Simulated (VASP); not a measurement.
# CdS (P6_3mc) in VASP: settings compared

The runs below take CdS through single point, with LDA, PBEsol.

Program: VASP 6.6.1. These are calculated values, not measurements. Logs are shortened: lines on timing, memory, paths and dates and some standing lists are left out, and cuts for length are marked.

## 1. The cell of the first run

It takes space group P6_3mc (No. 186, hexagonal). The conventional cell has a = 4.072 Å, b = 4.072 Å, c = 13.284 Å, α = 90.00°, β = 90.00°, γ = 120.00°. Cd (site symmetry 3m) has 4 S at 2.49 Å within 3.3 Å. Cd (site symmetry 3m) has 4 S at 2.49 Å within 3.3 Å. S (site symmetry 3m) has 4 Cd at 2.49 Å within 3.3 Å. S (site symmetry 3m) has 4 Cd at 2.49 Å within 3.3 Å.

## 2. Single point, LDA

The input, INCAR:

```
PREC = Accurate ; ENCUT = 520
EDIFF = 1E-6 ; ISMEAR = -1
SIGMA = 0.02 ; LREAL = F
LASPH = T ; NELM = 60
ALGO = Normal ; ISIF = 2
LWAVE = F ; LCHARG = F
GGA = CA ; NBANDS = 46
```

The input, KPOINTS:

```
regular mesh
0
Gamma
  6 6 2
```

The input, POSCAR:

```
CdS
1.0
    4.0724395934      0.0000000000      0.0000000000
   -2.0362197967      3.5268361432      0.0000000000
    0.0000000000      0.0000000000     13.2836946425
Cd S
4 4
Direct
    0.0000000000      0.0000000000     -0.0001801024
    0.3333333333      0.6666666667      0.2499438700
    0.0000000000      0.0000000000      0.4998198976
    0.6666666667      0.3333333333      0.7499438700
    0.0000000000      0.0000000000      0.1875204524
    0.3333333333      0.6666666667      0.4377157800
    0.0000000000      0.0000000000      0.6875204524
    0.6666666667      0.3333333333      0.9377157800
```

Potentials or basis: VASP PAW LDA potentials, release 64 (Cd, S).

Command:

```console
cat potpaw_LDA.64/Cd/POTCAR potpaw_LDA.64/S/POTCAR > POTCAR
mpirun -np 1 vasp_std > vasp.out
```

OUTCAR:

```text
PREC = Accurate
   ENCUT = 520
   EDIFF = 1E-6
   ISMEAR = -1
   LREAL = F
   LASPH = T
   NELM = 60
   ISIF = 2
   GGA = CA

 ion  position               nearest neighbor table
   1  0.000  0.000  1.000-   8 2.49   8 2.49   8 2.49   5 2.49
   2  0.333  0.667  0.250-   5 2.49   5 2.49   5 2.49   6 2.49
   3  0.000  0.000  0.500-   6 2.49   6 2.49   6 2.49   7 2.49
   4  0.667  0.333  0.750-   7 2.49   7 2.49   7 2.49   8 2.49
   5  0.000  0.000  0.188-   2 2.49   2 2.49   2 2.49   1 2.49
   6  0.333  0.667  0.438-   3 2.49   3 2.49   3 2.49   2 2.49
   7  0.000  0.000  0.688-   4 2.49   4 2.49   4 2.49   3 2.49
   8  0.667  0.333  0.938-   1 2.49   1 2.49   1 2.49   4 2.49

  LATTYP: Found a hexagonal cell.
 ALAT       =     4.0724395934
 C/A-ratio  =     3.2618518551

  Lattice vectors:

 A1 = (   4.0724395934,   0.0000000000,   0.0000000000)
 A2 = (  -2.0362197967,   3.5268361432,   0.0000000000)
 A3 = (   0.0000000000,   0.0000000000,  13.2836946425)

Analysis of symmetry for initial positions (statically):
=====================================================================
 Subroutine PRICEL returns:
 Original cell was already a primitive cell.

 Routine SETGRP: Setting up the symmetry group for a
 hexagonal supercell.

 Subroutine GETGRP returns: Found 12 space group operations
 (whereof  6 operations were pure point group operations)
 out of a pool of 24 trial point group operations.

The static configuration has the point symmetry C_3v.
 The point group associated with its full space group is C_6v.

Analysis of symmetry for dynamics (positions and initial velocities):
=====================================================================
 Subroutine PRICEL returns:
 Original cell was already a primitive cell.

 Routine SETGRP: Setting up the symmetry group for a
 hexagonal supercell.

 Subroutine GETGRP returns: Found 12 space group operations
 (whereof  6 operations were pure point group operations)
 out of a pool of 24 trial point group operations.

The dynamic configuration has the point symmetry C_3v.
 The point group associated with its full space group is C_6v.

 Subroutine INISYM returns: Found 12 space group operations
 (whereof  6 operations are pure point group operations),
 and found     1 'primitive' translations

[... 97 lines left out ...]
   EDIFFG = 0.1E-04   stopping-criterion for IOM
   NSW    =      0    number of steps for IOM
   IBRION =     -1    ionic relax: 0-MD 1-quasi-New 2-CG
   NFREE  =      0    steps in history (QN), initial steepest desc. (CG)
   ISIF   =      2    stress and relaxation
   ISYM   =      2    0-nonsym 1-usesym 2-fastsym
   POTIM  = 0.5000    time-step for ionic-motion
   TEBEG  =    0.0;   TEEND  =   0.0 temperature during run
   PSTRESS=    0.0 pullay stress
   NELECT =      72.0000    total number of electrons
   NUPDOWN=      -1.0000    fix difference up-down
   EMIN   =  10.00;   EMAX   =-10.00  energy-range for DOS
   EFERMI =   0.00;   METHOD = LEGACY
   ISMEAR =    -1;   SIGMA  =   0.02  broadening in eV -4-tet -1-fermi 0-gaus
   EFERMI_NEDOS =   21; number of points for ismear=-14 and -15
   IALGO  =     38    algorithm
   IMIX   =      4    mixing-type and parameters
     AMIX     =   0.40;   BMIX     =  1.00
     AMIX_MAG =   1.60;   BMIX_MAG =  1.00
  volume/ion in A,a.u.               =      23.85       160.94
  Fermi-wavevector in a.u.,A,eV,Ry     =   1.183040  2.235621 19.042488  1.399583
  Thomas-Fermi vector in A             =   2.319282
   LORBIT       =      0    0 simple, 1 ext, 2 COOP (PROOUT), +10 PAW based schemes
   GGA     = CA    functional components
   LHFCALC =     F    Hartree Fock is set to
   AEXX    =    0.0000 exact exchange contribution
   IVDW    =     0    specifies the selected vdW correction
   LEPSILON=     F    determine dielectric tensor
   LRPA    =     F    only Hartree local field effects (RPA)
 non-spin polarized calculation
  energy-cutoff  :      520.00
  volume of cell :      190.79
 maximum number of plane-waves:      5162
   NGX = 15   NGY = 15   NGZ = 49

 number of electron      72.0000049 magnetization

 Free energy of the ion-electron system (eV)
  ---------------------------------------------------
  ext. energy  EPLUGINS =         0.00000000
  ---------------------------------------------------
  free energy    TOTEN  =       -29.62558692 eV

  energy without entropy =      -29.62558692  energy(sigma->0) =      -29.62558692

 E-fermi :   1.9480     XC(G=0):  -9.7632

 val. band max:        1.4829283829   @ k =   0.0000   0.0000   0.0000
 cond. band min:       2.4972088239   @ k =   0.0000   0.0000   0.0000
 fundamental gap:      1.0142804410
 Fermi energy:         1.9479694907

 k-point     1 :       0.0000    0.0000    0.0000
  band No.  band energies     occupation
      1     -11.1294      2.00000
      2     -10.8875      2.00000
      3     -10.8813      2.00000
      4     -10.6437      2.00000
      5      -6.4477      2.00000
      6      -6.4418      2.00000
[... 675 lines left out ...]
     45       8.1559      0.00000
     46       8.1559      0.00000

------------------------ aborting loop because EDIFF is reached ----------------------------------------

  FORCE on cell =-STRESS in cart. coord.  units (eV):
  Direction    XX          YY          ZZ          XY          YZ          ZX
  --------------------------------------------------------------------------------------
  -------------------------------------------------------------------------------------
  Total        0.6508255      0.6508255      0.6778726      0.0000000      0.0000000      0.0000000
  in kB        5.4653293      5.4653293      5.6924580      0.0000000      0.0000000      0.0000000
  external PRESSURE =       5.5410389 kB  Pullay stress =       0.0000000 kB

 VOLUME and BASIS-vectors are now :
 -----------------------------------------------------------------------------
  energy-cutoff  :      520.00
  volume of cell :      190.79
      direct lattice vectors                 reciprocal lattice vectors
     4.072439593  0.000000000  0.000000000     0.245553059  0.141770125  0.000000000
    -2.036219797  3.526836143  0.000000000     0.000000000  0.283540250  0.000000000
     0.000000000  0.000000000 13.283694643     0.000000000  0.000000000  0.075280261

 POSITION                                       TOTAL-FORCE (eV/Angst)
 -----------------------------------------------------------------------------------
      0.00000      0.00000     13.28130         0.000000     -0.000000     -0.001752
     -0.00000      2.35122      3.32018         0.000000      0.000000     -0.002657
      0.00000      0.00000      6.63945         0.000000      0.000000     -0.001752
      2.03622      1.17561      9.96203        -0.000000     -0.000000     -0.002657
      0.00000      0.00000      2.49096         0.000000      0.000000      0.001699
     -0.00000      2.35122      5.81448        -0.000000     -0.000000      0.002710
      0.00000      0.00000      9.13281        -0.000000     -0.000000      0.001699
      2.03622      1.17561     12.45633        -0.000000      0.000000      0.002710
 -----------------------------------------------------------------------------------
    total drift:                                0.000000      0.000001      0.001845

  FREE ENERGIE OF THE ION-ELECTRON SYSTEM (eV)
  ---------------------------------------------------
  free  energy   TOTEN  =       -29.6255869178 eV

  energy  without entropy=      -29.6255869178  energy(sigma->0) =      -29.62558692
```

It took 2.2 min on 1 thread of Intel Xeon Platinum 8259CL at 2.50GHz (Skylake/Cascade Lake), shared host; peak memory 0.28 GiB.

What came out:

- Free energy: -29.6256 eV
- Pressure: 0.6 GPa
- Band gap on the k mesh: 1.01 eV, direct

Forces in eV/Å, atoms in the order of the input:
```
Cd   0.000  0.000 -0.002
Cd   0.000  0.000 -0.003
Cd   0.000  0.000 -0.002
Cd   0.000  0.000 -0.003
S    0.000  0.000  0.002
S    0.000  0.000  0.003
S    0.000  0.000  0.002
S    0.000  0.000  0.003
```

## 3. Single point, PBEsol

This run uses another cell than the first one, of 24.72 Å³/atom, 1.037 times its volume.

The input, INCAR:

```
PREC     = Accurate       # precision mode
ENCUT    = 520            # plane-wave cutoff, eV
EDIFF    = 1E-6           # SCF threshold, eV
ISMEAR   = -1             # smearing method
SIGMA    = 0.02           # smearing width, eV
LREAL    = False          # projectors in reciprocal space
LASPH    = True           # aspherical terms in the spheres
NELM     = 80             # most SCF steps
ALGO     = Normal         # electronic algorithm
ISIF     = 2              # what is computed and relaxed
LWAVE    = False          # write WAVECAR
LCHARG   = False          # write CHGCAR
GGA      = PS             # functional
NBANDS   = 46             # bands
```

KPOINTS is that of step 2.

The input, POSCAR:

```
CdS
1.0
    4.1225085631      0.0000000000      0.0000000000
   -2.0612542816      3.5701971430      0.0000000000
    0.0000000000      0.0000000000     13.4361438148
Cd S
4 4
Direct
    0.0000000000      0.0000000000     -0.0002924270
    0.3333333333      0.6666666667      0.2498933226
    0.0000000000      0.0000000000      0.4997075730
    0.6666666667      0.3333333333      0.7498933226
    0.0000000000      0.0000000000      0.1876017999
    0.3333333333      0.6666666667      0.4377973046
    0.0000000000      0.0000000000      0.6876017999
    0.6666666667      0.3333333333      0.9377973046
```

Potentials or basis: VASP PAW PBE potentials, release 64 (Cd, S).

Command:

```console
cat potpaw_PBE.64/Cd/POTCAR potpaw_PBE.64/S/POTCAR > POTCAR
mpirun -np 1 vasp_std > vasp.out
```

OUTCAR:

```text
PREC = Accurate
   ENCUT = 520
   EDIFF = 1E-6
   ISMEAR = -1
   LREAL = False
   LASPH = True
   NELM = 80
   ISIF = 2
   GGA = PS

 ion  position               nearest neighbor table
   1  0.000  0.000  1.000-   8 2.52   8 2.52   8 2.52   5 2.52
   2  0.333  0.667  0.250-   5 2.52   5 2.52   5 2.52   6 2.52
   3  0.000  0.000  0.500-   6 2.52   6 2.52   6 2.52   7 2.52
   4  0.667  0.333  0.750-   7 2.52   7 2.52   7 2.52   8 2.52
   5  0.000  0.000  0.188-   2 2.52   2 2.52   2 2.52   1 2.52
   6  0.333  0.667  0.438-   3 2.52   3 2.52   3 2.52   2 2.52
   7  0.000  0.000  0.688-   4 2.52   4 2.52   4 2.52   3 2.52
   8  0.667  0.333  0.938-   1 2.52   1 2.52   1 2.52   4 2.52

  LATTYP: Found a hexagonal cell.
 ALAT       =     4.1225085631
 C/A-ratio  =     3.2592155017

  Lattice vectors:

 A1 = (   4.1225085631,   0.0000000000,   0.0000000000)
 A2 = (  -2.0612542816,   3.5701971430,   0.0000000000)
 A3 = (   0.0000000000,   0.0000000000,  13.4361438148)

Analysis of symmetry for initial positions (statically):
[... 180 lines left out ...]
 fundamental gap:      1.0537476861
 Fermi energy:         1.7202084396

 k-point     1 :       0.0000    0.0000    0.0000
  band No.  band energies     occupation
      1     -11.1655      2.00000
      2     -10.9429      2.00000
      3     -10.9390      2.00000
      4     -10.7198      2.00000
      5      -6.4907      2.00000
      6      -6.4875      2.00000
[... 675 lines left out ...]
     45       7.9189      0.00000
     46       7.9189      0.00000

------------------------ aborting loop because EDIFF is reached ----------------------------------------

  FORCE on cell =-STRESS in cart. coord.  units (eV):
  Direction    XX          YY          ZZ          XY          YZ          ZX
  --------------------------------------------------------------------------------------
  -------------------------------------------------------------------------------------
  Total        0.4485084      0.4485084      0.4503555     -0.0000000      0.0000000      0.0000000
  in kB        3.6337310      3.6337310      3.6486959     -0.0000000      0.0000000      0.0000000
  external PRESSURE =       3.6387193 kB  Pullay stress =       0.0000000 kB

 VOLUME and BASIS-vectors are now :
 -----------------------------------------------------------------------------
  energy-cutoff  :      520.00
  volume of cell :      197.76
      direct lattice vectors                 reciprocal lattice vectors
     4.122508563  0.000000000  0.000000000     0.242570751  0.140048289  0.000000000
    -2.061254282  3.570197143  0.000000000     0.000000000  0.280096577  0.000000000
     0.000000000  0.000000000 13.436143815     0.000000000  0.000000000  0.074426116

 POSITION                                       TOTAL-FORCE (eV/Angst)
 -----------------------------------------------------------------------------------
      0.00000      0.00000     13.43221        -0.000000      0.000000      0.001154
     -0.00000      2.38013      3.35760        -0.000000     -0.000000      0.000401
      0.00000      0.00000      6.71414         0.000000     -0.000000      0.001154
      2.06125      1.19007     10.07567         0.000000      0.000000      0.000401
      0.00000      0.00000      2.52064         0.000000     -0.000000     -0.000659
     -0.00000      2.38013      5.88231        -0.000000     -0.000000     -0.000896
      0.00000      0.00000      9.23872        -0.000000      0.000000     -0.000659
      2.06125      1.19007     12.60038         0.000000      0.000000     -0.000896
 -----------------------------------------------------------------------------------
    total drift:                               -0.000000     -0.000000     -0.000148

  FREE ENERGIE OF THE ION-ELECTRON SYSTEM (eV)
  ---------------------------------------------------
  free  energy   TOTEN  =       -27.2543155202 eV

  energy  without entropy=      -27.2543155202  energy(sigma->0) =      -27.25431552
```

Wall time 2.7 min (1 thread of Intel Xeon Platinum 8259CL at 2.50GHz (Skylake/Cascade Lake), shared host); peak memory 0.34 GiB.

Results:

```yaml
Free_energy: -27.2543 eV
Pressure: 0.4 GPa
Band_gap_on_the_k_mesh: 1.05 eV, direct
```

Levels at points of the mesh, in eV from the valence-band top:
```csv
k point,band 32,band 33,band 34,band 35,band 36,band 37,band 38,band 39,band 40,band 41
"(0.00, 0.00, 0.00)",-0.40,-0.40,-0.02,0.00,0.00,1.05,2.63,2.79,2.81,6.07
"(0.50, 0.00, 0.00)",-1.39,-1.38,-1.35,-0.94,-0.77,3.01,3.23,3.82,4.14,4.84
"(0.00, 0.00, 0.50)",-0.67,-0.12,-0.12,-0.12,-0.12,1.95,1.95,2.82,2.82,6.19
"(0.50, 0.00, 0.50)",-1.78,-1.26,-1.26,-0.96,-0.96,3.42,3.42,3.79,3.79,4.64
```

Caveat: the PAW data sets were made with another functional, which shifts forces and pressure a little.
